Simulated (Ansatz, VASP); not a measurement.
## Two plane-wave programs on GeAs4

```
Ge As
1.0
     3.68524   -4.97891    0.00000
     3.68524    4.97891    0.00000
     0.00000    0.00000    4.61364
Ge As
1 4
Direct
  0.50000 0.50000 0.14262
  0.27085 0.27085 0.73909
  0.72915 0.72915 0.73909
  0.33060 0.66940 0.54705
  0.66940 0.33060 0.54705
```

Alike in both runs: functional PBE; k mesh 4 × 4 × 4; occupations gaussian, width 0.1 eV; no spin polarisation.

Ansatz relaxed the structure, and its values are those at the end. VASP's run is a single point on that final structure, the one shown.

```csv
,VASP,Ansatz
version,VASP 6.6.1,Ansatz 0.2.0
potentials or method,"VASP PAW PBE potentials, release 64 (Ge_d, As), cutoff 520 eV","scalar-relativistic, plane waves, PAW"
valence electrons in the cell,34,74
```

Ansatz gave:

| Item | Value |
| --- | --- |
| gap on the k mesh at the Fermi level (eV) | 0.57 |
| least direct gap on the mesh (eV) | 0.67 |
| pressure (GPa) | 0.0 |
| rms of the force components (eV/Å) | 0.009 |

Q: What did VASP give for the same quantities?

A: gap on the k mesh at the Fermi level (eV): 0.56; least direct gap on the mesh (eV): 0.66; pressure (GPa): 0.2; rms of the force components (eV/Å): 0.032.

VASP's potentials hold 34 valence electrons a cell and Ansatz's 74, so a difference there can come from the potentials and not from the codes.
